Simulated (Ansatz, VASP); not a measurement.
MgO: VASP beside Ansatz

File INCAR:

```
SYSTEM = MgO
PREC = Accurate
ENCUT = 520
EDIFF = 1E-6
ISMEAR = 0
SIGMA = 0.05
LREAL = .FALSE.
LASPH = .TRUE.
NELM = 60
ALGO = Normal
ISIF = 2
LWAVE = .FALSE.
LCHARG = .FALSE.
GGA = PS
NBANDS = 16
```

File KPOINTS:

```
regular mesh
0
G
  9 9 6
  0 0 0
```

The input POSCAR:

```
MgO
1.0
    3.3200000000      0.0000000000      0.0000000000
   -1.6600000000      2.8752043406      0.0000000000
    0.0000000000      0.0000000000      4.3345000000
Mg O
2 2
Direct
    0.6666666667      0.3333333333      0.7500000000
    0.3333333333      0.6666666667      0.2500000000
    0.6666666667      0.3333333333      0.2500000000
    0.3333333333      0.6666666667      0.7500000000
```

Input for Ansatz:

```yaml
crystal:
  lattice:
    - [3.32, 0.0, 0.0]
    - [-1.66, 2.8752043406, 0.0]
    - [0.0, 0.0, 4.3345]
  atoms:
    - { symbol: Mg, position: [0.6666666667, 0.3333333333, 0.75] }
    - { symbol: Mg, position: [0.3333333333, 0.6666666667, 0.25] }
    - { symbol: O, position: [0.6666666667, 0.3333333333, 0.25] }
    - { symbol: O, position: [0.3333333333, 0.6666666667, 0.75] }
basis:
  ecutwfc: 520.0
kpoints:
  mp_grid: { grid: [9, 9, 6] }
hamiltonian:
  xc: pbesol
  pseudopotentials: { kind: paw, azcp: { folder: soft_1 } }
scf:
  occupations: { method: gaussian, width: 0.05 }
output:
  forces: true
  stress: true
  eigenvalues: true
```

Alike in both runs: task single point; functional PBEsol; k mesh 9 × 9 × 6; occupations gaussian, width 0.05 eV; no spin polarisation.

|  | VASP | Ansatz |
| --- | --- | --- |
| version | VASP 6.6.1 | Ansatz 0.2.0 |
| potentials or method | VASP PAW PBE potentials, release 64 (Mg, O), cutoff 520 eV | scalar-relativistic, plane waves, PAW |
| valence electrons in the cell | 16 | 32 |

Ansatz gave:

| Quantity | Value |
| --- | --- |
| gap on the k mesh at the Fermi level (eV) | 3.57 |
| least direct gap on the mesh (eV) | 3.57 |
| pressure (GPa) | 12.0 |
| traceless stress, the component that is largest in VASP (GPa) | -11.97 |

Q: Estimate VASP's values.

A: gap on the k mesh at the Fermi level (eV): 3.56; least direct gap on the mesh (eV): 3.56; pressure (GPa): 11.8; traceless stress, the component that is largest in VASP (GPa): -12.26.

VASP's potentials were made for PBE, not for PBEsol, and Ansatz warns of the same on its side. VASP's potentials hold 16 valence electrons a cell and Ansatz's 32, so a difference there can come from the potentials and not from the codes.
